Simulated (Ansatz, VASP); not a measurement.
## One calculation of Ni, two programs

```
CELL_PARAMETERS angstrom
0.00000 1.71246 1.71246
1.71246 0.00000 1.71246
1.71246 1.71246 0.00000
ATOMIC_POSITIONS crystal
Ni 0.00000 0.00000 0.00000
```

Alike in both runs: task single point; functional LDA; k mesh 16 × 16 × 16; occupations fermi-dirac, width 0.03 eV; collinear spin.

|  | VASP | Ansatz |
| --- | --- | --- |
| version | VASP 6.6.1 | Ansatz 0.2.0 |
| potentials or method | VASP PAW LDA potentials, release 64 (Ni), cutoff 520 eV | plane waves (420 eV) with PAW, scalar-relativistic |
| valence electrons in the cell | 10 | 18 |

|  | VASP | Ansatz | Ansatz less VASP |
| --- | --- | --- | --- |
| pressure (GPa) | -0.6 | -0.6 | +0.07 |
| net moment per atom (μB) | 0.57 | 0.57 | +0.006 |
| size of the moment on the site where the two differ most (μB) | 0.57 | 0.60 | +0.031 |

Ansatz warns that its potentials were made for another functional, while VASP's fit it. LDA's correlation is that of Perdew and Zunger in VASP and of Perdew and Wang (1992) in Ansatz. Site moments also hang on the region over which each program counts them. VASP's potentials hold 10 valence electrons a cell and Ansatz's 18, so a difference there can come from the potentials and not from the codes.
